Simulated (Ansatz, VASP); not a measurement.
One calculation of Os, two programs

```xyz
2
Lattice="2.7522 0.0000 0.0000 -1.3761 2.3835 0.0000 0.0000 0.0000 4.3483" Properties=species:S:1:pos:R:3 pbc="T T T"
Os    0.0000    1.5890    1.0871
Os    1.3761    0.7945    3.2612
```

Change from the starting cell: volume scaled by 1.02.

Alike in both runs: task single point; functional PBE; k mesh 15 × 15 × 9; occupations fermi-dirac, width 0.05 eV; no spin polarisation.

```csv
,VASP,Ansatz
version,VASP 6.6.1,Ansatz 0.2.0
potentials or method,"VASP PAW PBE potentials, release 64 (Os), cutoff 520 eV","all-electron LAPW, scalar-relativistic"
```

|  | VASP | Ansatz | Ansatz less VASP |
| --- | --- | --- | --- |
| pressure (GPa) | 0.2 | 0.4 | +0.15 |
| traceless stress, the component that is largest in VASP (GPa) | 0.14 | 0.22 | +0.079 |

Ansatz ran all-electron here, and VASP with PAW potentials.

Spin-orbit coupling is off throughout.
